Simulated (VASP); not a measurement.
Here is a VASP 6.6.1 calculation.

Contents of INCAR:

```
SYSTEM = InB3
PREC = Accurate
ENCUT = 520
EDIFF = 1E-6
ISMEAR = 0
SIGMA = 0.1
LREAL = .FALSE.
LASPH = .TRUE.
NELM = 80
ALGO = Normal
ISIF = 2
LWAVE = .FALSE.
LCHARG = .TRUE.
GGA = PE
LELF = .TRUE.
LVHAR = .TRUE.
NBANDS = 32
```

KPOINTS

```
Automatic mesh
0
G
  6 6 4
  0 0 0
```

Contents of POSCAR:

```
InB3
1.0
    6.2562948235      0.0000000000      0.0000000000
   -3.1281474118      5.4181102507      0.0000000000
    0.0000000000      0.0000000000      3.0719435311
In B
2 6
Direct
    0.3333333333      0.6666666667      0.2500000000
    0.6666666667      0.3333333333      0.7500000000
    0.9017541904      0.8035083807      0.2500000000
    0.0982458096      0.9017541904      0.7500000000
    0.1964916193      0.0982458096      0.2500000000
    0.0982458096      0.1964916193      0.7500000000
    0.9017541904      0.0982458096      0.2500000000
    0.8035083807      0.9017541904      0.7500000000
```

Potentials or basis: VASP PAW PBE potentials, release 64 (In_d, B).

Command:

```console
$ cat potpaw_PBE.64/In_d/POTCAR potpaw_PBE.64/B/POTCAR > POTCAR
$ mpirun -np 1 vasp_std > vasp.out
```

Task: Predict the band gap on the k mesh.

Result: Zero (bands 22 and 23 overlap by 1.36 eV).

Task: Predict the pressure.

Result: -0.1 GPa.

Caveat: the k points lie up to 0.51 Å⁻¹ apart, too coarse for converged energies and pressures of a metal; spin-orbit coupling is left out, which moves the levels of the heavy elements.
